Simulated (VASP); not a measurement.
# MoN2 (P4/mbm) in VASP: further runs

The runs below take MoN2 through single point, with PBE.

All numbers are computed with VASP 6.6.1; they aren't measurements. Logs are shortened: lines on timing, memory, paths and dates and some standing lists are left out, and cuts for length are marked.

## (1) The cell of the first run

Symmetry: P4/mbm, No. 127, tetragonal system. Conventional cell: a = 4.668 Å, b = 4.668 Å, c = 2.372 Å, α = 90.00°, β = 90.00°, γ = 90.00°. Mo (site symmetry 4/m) has 8 N at 2.23 Å and 2 Mo at 2.37 Å within 2.9 Å. Within 2.0 Å of N (site symmetry m2m) lie 1 N at 1.48 Å.

## (2) Single point, PBE

Input file INCAR:

```
SYSTEM = MoN2
PREC     = Accurate       ! precision mode
ENCUT    = 520            ! plane-wave cutoff, eV
EDIFF    = 1E-6           ! SCF threshold, eV
ISMEAR   = 0              ! smearing method
SIGMA    = 0.15           ! smearing width, eV
LREAL    = .FALSE.        ! projectors in reciprocal space
LASPH    = .TRUE.         ! aspherical terms in the spheres
NELM     = 80             ! most SCF steps
ALGO     = Fast           ! electronic algorithm
ISIF     = 2              ! what is computed and relaxed
LWAVE    = .FALSE.        ! write WAVECAR
LCHARG   = .FALSE.        ! write CHGCAR
GGA      = PE             ! functional
NBANDS   = 33             ! bands
```

Input file KPOINTS:

```
Automatic mesh
0
G
  12 12 20
  0 0 0
```

Input file POSCAR:

```
MoN2
1.0
    4.6676494867      0.0000000000      0.0000000000
    0.0000000000      4.6676494867      0.0000000000
    0.0000000000      0.0000000000      2.3715083898
Mo N
2 4
Direct
    0.5000000000      0.5000000000      0.0000000000
    0.0000000000      0.0000000000      0.0000000000
    0.8879039728      0.3879039728      0.5000000000
    0.1120960272      0.6120960272      0.5000000000
    0.3879039728      0.1120960272      0.5000000000
    0.6120960272      0.8879039728      0.5000000000
```

Potentials or basis: VASP PAW PBE potentials, release 64 (Mo_sv, N).

Started as:

```bash
> cat potpaw_PBE.64/Mo_sv/POTCAR potpaw_PBE.64/N/POTCAR > POTCAR
> mpirun -np 1 vasp_std > vasp.out
```

OUTCAR:

```text
SYSTEM = MoN2
   PREC = Accurate
   ENCUT = 520
   EDIFF = 1E-6
   ISMEAR = 0
   LREAL = .FALSE.
   LASPH = .TRUE.
   NELM = 80
   ISIF = 2
   GGA = PE

 ion  position               nearest neighbor table
   1  0.500  0.500  0.000-   3 2.23   4 2.23   5 2.23   6 2.23   3 2.23   4 2.23   5 2.23   6 2.23
                             2 3.30   2 3.30   2 3.30   2 3.30
   2  0.000  0.000  0.000-   3 2.23   4 2.23   5 2.23   6 2.23   3 2.23   4 2.23   5 2.23   6 2.23
                             1 3.30   1 3.30   1 3.30   1 3.30
   3  0.888  0.388  0.500-   4 1.48   2 2.23   1 2.23   1 2.23   2 2.23
   4  0.112  0.612  0.500-   3 1.48   2 2.23   1 2.23   1 2.23   2 2.23
   5  0.388  0.112  0.500-   6 1.48   2 2.23   1 2.23   1 2.23   2 2.23
   6  0.612  0.888  0.500-   5 1.48   2 2.23   1 2.23   1 2.23   2 2.23

  LATTYP: Found a simple tetragonal cell.
 ALAT       =     4.6676494867
 C/A-ratio  =     0.5080733668

  Lattice vectors:

 A1 = (   4.6676494867,   0.0000000000,   0.0000000000)
 A2 = (   0.0000000000,   4.6676494867,   0.0000000000)
 A3 = (   0.0000000000,   0.0000000000,   2.3715083898)

Analysis of symmetry for initial positions (statically):
=====================================================================
 Subroutine PRICEL returns:
 Original cell was already a primitive cell.

 Routine SETGRP: Setting up the symmetry group for a
 simple tetragonal supercell.

 Subroutine GETGRP returns: Found 16 space group operations
 (whereof  8 operations were pure point group operations)
 out of a pool of 16 trial point group operations.

The static configuration has the point symmetry C_4h.
 The point group associated with its full space group is D_4h.

Analysis of symmetry for dynamics (positions and initial velocities):
=====================================================================
 Subroutine PRICEL returns:
 Original cell was already a primitive cell.

 Routine SETGRP: Setting up the symmetry group for a
 simple tetragonal supercell.

 Subroutine GETGRP returns: Found 16 space group operations
 (whereof  8 operations were pure point group operations)
 out of a pool of 16 trial point group operations.

The dynamic configuration has the point symmetry C_4h.
 The point group associated with its full space group is D_4h.

 Subroutine INISYM returns: Found 16 space group operations
 (whereof  8 operations are pure point group operations),
 and found     1 'primitive' translations

----------------------------------------------------------------------------------------

                                     Primitive cell

  volume of cell :      51.6679

  direct lattice vectors                    reciprocal lattice vectors
     4.667649487  0.000000000  0.000000000     0.214240594  0.000000000  0.000000000
     0.000000000  4.667649487  0.000000000     0.000000000  0.214240594  0.000000000
     0.000000000  0.000000000  2.371508390     0.000000000  0.000000000  0.421672554

  length of vectors
     4.667649487  4.667649487  2.371508390     0.214240594  0.214240594  0.421672554

  position of ions in fractional coordinates (direct lattice)
     0.500000000  0.500000000  0.000000000
     0.000000000  0.000000000  0.000000000
     0.887903973  0.387903973  0.500000000
     0.112096027  0.612096027  0.500000000
     0.387903973  0.112096027  0.500000000
     0.612096027  0.887903973  0.500000000

  ion indices of the primitive-cell ions
   primitive index   ion index
                 1           1
                 2           2
                 3           3
                 4           4
                 5           5
                 6           6

----------------------------------------------------------------------------------------

 KPOINTS: Automatic mesh

Automatic generation of k-mesh.
 Grid dimensions read from file:
 generate k-points for:   12   12   20

 Generating k-lattice:

  Cartesian coordinates                     Fractional coordinates (reciprocal lattice)
     0.017853383  0.000000000  0.000000000     0.083333333  0.000000000  0.000000000
     0.000000000  0.017853383  0.000000000     0.000000000  0.083333333  0.000000000
     0.000000000  0.000000000  0.021083628     0.000000000  0.000000000  0.050000000

  Length of vectors
     0.017853383  0.017853383  0.021083628

  Shift w.r.t. Gamma in fractional coordinates (k-lattice)
     0.000000000  0.000000000  0.000000000

 Subroutine IBZKPT returns following result:
 ===========================================

 Found    308 irreducible k-points:

 Following reciprocal coordinates:
            Coordinates               Weight
  0.000000  0.000000  0.000000      1.000000
  0.083333  0.000000  0.000000      4.000000
  0.166667  0.000000  0.000000      4.000000
  0.250000  0.000000  0.000000      4.000000
  0.333333  0.000000  0.000000      4.000000
  0.416667  0.000000  0.000000      4.000000
[... 16 lines left out ...]
  0.333333  0.333333  0.000000      4.000000
  0.416667  0.333333  0.000000      8.000000
 [... further k-points ...]
   k-points           NKPTS =    308   k-points in BZ     NKDIM =    308   number of bands    NBANDS=     33
   number of dos      NEDOS =    301   number of ions     NIONS =      6
   total plane-waves  NPLWV =  23328
   dimension x,y,z NGX =    36 NGY =   36 NGZ =   18
   dimension x,y,z NGXF=    72 NGYF=   72 NGZF=   36
   ions per type =               2   4
   NGX,Y,Z   is equivalent  to a cutoff of  12.82, 12.82, 12.62 a.u.
   NGXF,Y,Z  is equivalent  to a cutoff of  25.64, 25.64, 25.24 a.u.
 SYSTEM =  MoN2
   PREC   = accura    normal or accurate (medium, high low for compatibility)
   ISTART =      0    job   : 0-new  1-cont  2-samecut
   ICHARG =      2    charge: 1-file 2-atom 10-const
   ISPIN  =      1    spin polarized calculation?
   LNONCOLLINEAR =      F non collinear calculations
   LSORBIT =      F    spin-orbit coupling
   LASPH  =      T    aspherical Exc in radial PAW
   ENCUT  =  520.0 eV  38.22 Ry    6.18 a.u.   8.68  8.68  4.41*2*pi/ulx,y,z
   NELM   =     80;   NELMIN=  2; NELMDL= -5     # of ELM steps
   EDIFF  = 0.1E-05   stopping-criterion for ELM
   LREAL  =      F    real-space projection
   EDIFFG = 0.1E-04   stopping-criterion for IOM
   NSW    =      0    number of steps for IOM
   IBRION =     -1    ionic relax: 0-MD 1-quasi-New 2-CG
   NFREE  =      0    steps in history (QN), initial steepest desc. (CG)
   ISIF   =      2    stress and relaxation
   ISYM   =      2    0-nonsym 1-usesym 2-fastsym
   POTIM  = 0.5000    time-step for ionic-motion
   TEBEG  =    0.0;   TEEND  =   0.0 temperature during run
   PSTRESS=    0.0 pullay stress
   NELECT =      48.0000    total number of electrons
   NUPDOWN=      -1.0000    fix difference up-down
   EMIN   =  10.00;   EMAX   =-10.00  energy-range for DOS
   EFERMI =   0.00;   METHOD = LEGACY
   ISMEAR =     0;   SIGMA  =   0.15  broadening in eV -4-tet -1-fermi 0-gaus
   EFERMI_NEDOS =   21; number of points for ismear=-14 and -15
   IALGO  =     68    algorithm
   IMIX   =      4    mixing-type and parameters
     AMIX     =   0.40;   BMIX     =  1.00
     AMIX_MAG =   1.60;   BMIX_MAG =  1.00
  volume/ion in A,a.u.               =       8.61        58.11
  Fermi-wavevector in a.u.,A,eV,Ry     =   1.597404  3.018657 34.717995  2.551701
  Thomas-Fermi vector in A             =   2.695016
   LORBIT       =      0    0 simple, 1 ext, 2 COOP (PROOUT), +10 PAW based schemes
   GGA     = PE    functional components
   LHFCALC =     F    Hartree Fock is set to
   AEXX    =    0.0000 exact exchange contribution
   IVDW    =     0    specifies the selected vdW correction
   LEPSILON=     F    determine dielectric tensor
   LRPA    =     F    only Hartree local field effects (RPA)
 non-spin polarized calculation
 RMM-DIIS sequential band-by-band and
 Gauss-broadening in eV      SIGMA  =   0.15
  energy-cutoff  :      520.00
  volume of cell :       51.67
 maximum number of plane-waves:      1424
 NGX is ok and might be reduce to    36

 number of electron      47.9999989 magnetization

 Free energy of the ion-electron system (eV)
  ---------------------------------------------------
  ext. energy  EPLUGINS =         0.00000000
  ---------------------------------------------------
  free energy    TOTEN  =       -51.51731597 eV

  energy without entropy =      -51.49184747  energy(sigma->0) =      -51.50458172

 E-fermi :  12.0331     XC(G=0): -13.7202

 val. band max:       12.0276207783   @ k =   0.5000   0.2500   0.2000
 cond. band min:      12.0364229133   @ k =   0.4167   0.1667   0.1500
 fundamental gap:      0.0088021349
 Fermi energy:        12.0330768003

 k-point     1 :       0.0000    0.0000    0.0000
  band No.  band energies     occupation
      1     -49.9825      2.00000
      2     -49.9559      2.00000
      3     -24.0609      2.00000
      4     -24.0609      2.00000
      5     -23.8557      2.00000
      6     -23.8557      2.00000
[... 25 lines left out ...]
     32      17.8437      0.00000
     33      18.4674      0.00000

 k-point     2 :       0.0833    0.0000    0.0000
  band No.  band energies     occupation
      1     -49.9820      2.00000
      2     -49.9563      2.00000
      3     -24.0582      2.00000
      4     -24.0574      2.00000
      5     -23.8601      2.00000
      6     -23.8593      2.00000
[... 25 lines left out ...]
     32      17.8029      0.00000
     33      17.8127      0.00000
[... 754 lines left out ...]
     32      16.7911      0.00000
     33      18.4193      0.00000

 k-point    24 :       0.4167    0.3333    0.0000
  band No.  band energies     occupation
      1     -49.9707      2.00000
      2     -49.9673      2.00000
      3     -24.0960      2.00000
      4     -24.0701      2.00000
      5     -23.8668      2.00000
      6     -23.8397      2.00000
[... 25 lines left out ...]
     32      16.5701      0.00000
     33      18.8388      0.00000

 [... further k-points ...]

------------------------ aborting loop because EDIFF is reached ----------------------------------------

  FORCE on cell =-STRESS in cart. coord.  units (eV):
  Direction    XX          YY          ZZ          XY          YZ          ZX
  --------------------------------------------------------------------------------------
  -------------------------------------------------------------------------------------
  Total      -10.3438459    -10.3438459     32.0716710      0.0000000      0.0000000      0.0000000
  in kB     -320.7535620   -320.7535620    994.5143038      0.0000000      0.0000000      0.0000000
  external PRESSURE =     117.6690600 kB  Pullay stress =       0.0000000 kB

 VOLUME and BASIS-vectors are now :
 -----------------------------------------------------------------------------
  energy-cutoff  :      520.00
  volume of cell :       51.67
      direct lattice vectors                 reciprocal lattice vectors
     4.667649487  0.000000000  0.000000000     0.214240594  0.000000000  0.000000000
     0.000000000  4.667649487  0.000000000     0.000000000  0.214240594  0.000000000
     0.000000000  0.000000000  2.371508390     0.000000000  0.000000000  0.421672554

 POSITION                                       TOTAL-FORCE (eV/Angst)
 -----------------------------------------------------------------------------------
      2.33382      2.33382      0.00000        -0.000000     -0.000000      0.000000
      0.00000      0.00000      0.00000        -0.000000     -0.000000      0.000000
      4.14442      1.81060      1.18575         1.245303      1.245303     -0.000000
      0.52322      2.85705      1.18575        -1.245303     -1.245303      0.000000
      1.81060      0.52322      1.18575         1.245303     -1.245303      0.000000
      2.85705      4.14442      1.18575        -1.245303      1.245303     -0.000000
 -----------------------------------------------------------------------------------
    total drift:                               -0.000000      0.000000     -0.000000

  FREE ENERGIE OF THE ION-ELECTRON SYSTEM (eV)
  ---------------------------------------------------
  free  energy   TOTEN  =       -51.5173159693 eV

  energy  without entropy=      -51.4918474720  energy(sigma->0) =      -51.50458172
```

Wall time 7.1 min (1 thread of Oxide Virtual Turin-like, shared host); peak memory 0.44 GiB.

Results:

| Quantity | Value |
| --- | --- |
| Free energy | -51.5173 eV |
| Pressure | 11.8 GPa |
| Largest force | 1.761 eV/Å |
| Band gap on the k mesh | zero (bands 24 and 25 overlap by 1.97 eV) |

Forces in eV/Å, atoms in the order of the input:
```
Mo   0.000  0.000  0.000
Mo   0.000  0.000  0.000
N    1.245  1.245  0.000
N   -1.245 -1.245  0.000
N    1.245 -1.245  0.000
N   -1.245  1.245  0.000
```

Levels at points of the mesh, in eV from the Fermi level:
```tsv
k point	band 20	band 21	band 22	band 23	band 24	band 25	band 26	band 27	band 28	band 29
(0.00, 0.00, 0.00)	-2.26	-1.74	-1.28	-1.16	-0.40	-0.40	0.65	2.48	2.48	4.11
(0.50, 0.00, 0.00)	-2.55	-2.16	-2.16	-0.71	-0.71	0.32	0.32	3.50	3.50	4.38
(0.50, 0.50, 0.00)	-2.64	-1.60	-1.60	-0.89	-0.89	1.99	1.99	2.65	2.65	3.81
(0.00, 0.00, 0.50)	-3.21	-1.98	-1.80	-0.09	0.47	0.47	0.60	1.76	2.74	2.74
(0.50, 0.00, 0.50)	-4.85	-3.11	-3.11	-0.34	-0.34	1.69	1.69	2.84	2.84	3.62
(0.50, 0.50, 0.50)	-5.92	-4.84	-4.84	-0.69	-0.69	1.94	1.94	2.13	2.13	5.62
```

Caveat: the stress differs along the axes, from -32 to 99 GPa; forces of over 1 eV/Å act on the atoms, so gaps and moduli don't describe the material at rest.

## (3) Single point, PBE

This run uses another cell than the first one, of the same volume but with other edges.

Input file INCAR:

```
PREC = Accurate ; ENCUT = 520
EDIFF = 1E-6 ; ISMEAR = 0
SIGMA = 0.15 ; LREAL = False
LASPH = True ; NELM = 80
ALGO = Fast ; ISIF = 2
LWAVE = False ; LCHARG = False
GGA = PE ; NBANDS = 33
```

Input file KPOINTS:

```
Automatic mesh
0
Gamma
  12 12 20
```

POSCAR: that of step 2 with these lines changed.

```diff
@@ -2,5 +2,5 @@
 1.0
-    4.6676494867      0.0000000000      0.0000000000
-    0.0000000000      4.6676494867      0.0000000000
-    0.0000000000      0.0000000000      2.3715083898
+    3.9702127571      0.0000000000      0.0000000000
+    0.0000000000      3.9702127571      0.0000000000
+    0.0000000000      0.0000000000      3.2778839640
 Mo N
```

Potentials or basis: VASP PAW PBE potentials, release 64 (Mo_sv, N).

Started as:

```bash
> cat potpaw_PBE.64/Mo_sv/POTCAR potpaw_PBE.64/N/POTCAR > POTCAR
> mpirun -np 1 vasp_std > vasp.out
```

Run time: 6.9 min. Hardware: 1 thread of Oxide Virtual Turin-like, shared host; peak memory 0.43 GiB.

Results (log left out):

```yaml
Free_energy: -50.8260 eV
Pressure: 20.0 GPa
Largest_force: 2.433 eV/Å
Band_gap_on_the_k_mesh: zero (bands 24 and 25 overlap by 1.92 eV)
```

Forces in eV/Å, atoms in the order of the input:
```
Mo   0.000  0.000  0.000
Mo   0.000  0.000  0.000
N   -1.721 -1.721  0.000
N    1.721  1.721  0.000
N   -1.721  1.721  0.000
N    1.721 -1.721  0.000
```

Stress tensor (GPa, compression positive):
```
 56.54   0.00   0.00
  0.00  56.54   0.00
  0.00   0.00 -53.05
```

Levels at points of the mesh, in eV from the Fermi level:
| k point | band 20 | band 21 | band 22 | band 23 | band 24 | band 25 | band 26 | band 27 | band 28 | band 29 |
| --- | --- | --- | --- | --- | --- | --- | --- | --- | --- | --- |
| (0.00, 0.00, 0.00) | -4.48 | -4.48 | -4.43 | -3.52 | -0.60 | 0.03 | 0.03 | 0.46 | 3.33 | 3.97 |
| (0.50, 0.00, 0.00) | -3.13 | -2.77 | -2.77 | -1.26 | -1.26 | -0.30 | -0.30 | 1.69 | 1.69 | 2.10 |
| (0.50, 0.50, 0.00) | -3.34 | -0.19 | -0.19 | 0.33 | 0.33 | 0.80 | 0.80 | 1.23 | 1.23 | 2.29 |
| (0.00, 0.00, 0.50) | -3.53 | -1.40 | -0.97 | -0.97 | 1.62 | 1.66 | 1.71 | 2.42 | 2.42 | 2.83 |
| (0.50, 0.00, 0.50) | -3.35 | -1.33 | -1.33 | -1.17 | -1.17 | 0.09 | 0.09 | 2.64 | 2.64 | 2.91 |
| (0.50, 0.50, 0.50) | -5.01 | -3.02 | -3.02 | -1.39 | -1.39 | 0.69 | 0.69 | 2.48 | 2.48 | 4.00 |

Caveat: the standard files for N, O and F lose accuracy on very short bonds; the stress differs along the axes, from -53 to 57 GPa; forces of over 1 eV/Å act on the atoms, so gaps and moduli don't describe the material at rest.

(Continued in part 2 of 3.)
